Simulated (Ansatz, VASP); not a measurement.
# TiO2: VASP beside Ansatz

```
CELL_PARAMETERS angstrom
-1.89210 1.89210 4.70973
1.89210 -1.89210 4.70973
1.89210 1.89210 -4.70973
ATOMIC_POSITIONS crystal
Ti 0.00000 0.00000 0.00000
Ti 0.75000 0.25000 0.50000
O 0.21007 0.21007 0.00000
O 0.96007 0.46007 0.50000
O 0.53993 0.03993 0.50000
O 0.78993 0.78993 0.00000
```

Change from the starting cell: z stretched by -1 %, ions relaxed.

Alike in both runs: functional PBE; k mesh 11 × 11 × 11; occupations fermi-dirac, width 0.02 eV; no spin polarisation.

Ansatz relaxed the structure, and its values are those at the end. VASP's run is a single point on that final structure, the one shown.

|  | VASP | Ansatz |
| --- | --- | --- |
| version | VASP 6.6.1 | Ansatz 0.2.0 |
| potentials or method | VASP PAW PBE potentials, release 64 (Ti_sv, O) | plane-wave PAW, scalar-relativistic |
| plane-wave cutoff (eV) | 520 | 420 |
| valence electrons in the cell | 48 | 48 |

```csv
,VASP,Ansatz,Ansatz less VASP
gap on the k mesh at the Fermi level (eV),2.04,2.07,+0.024
pressure (GPa),7.2,6.5,-0.73
rms of the force components (eV/Å),0.013,0.002,-0.0112
```

With one functional, cell and mesh, what is left measures potentials, basis and numerics. Ansatz's warnings: stress scf threshold loose.
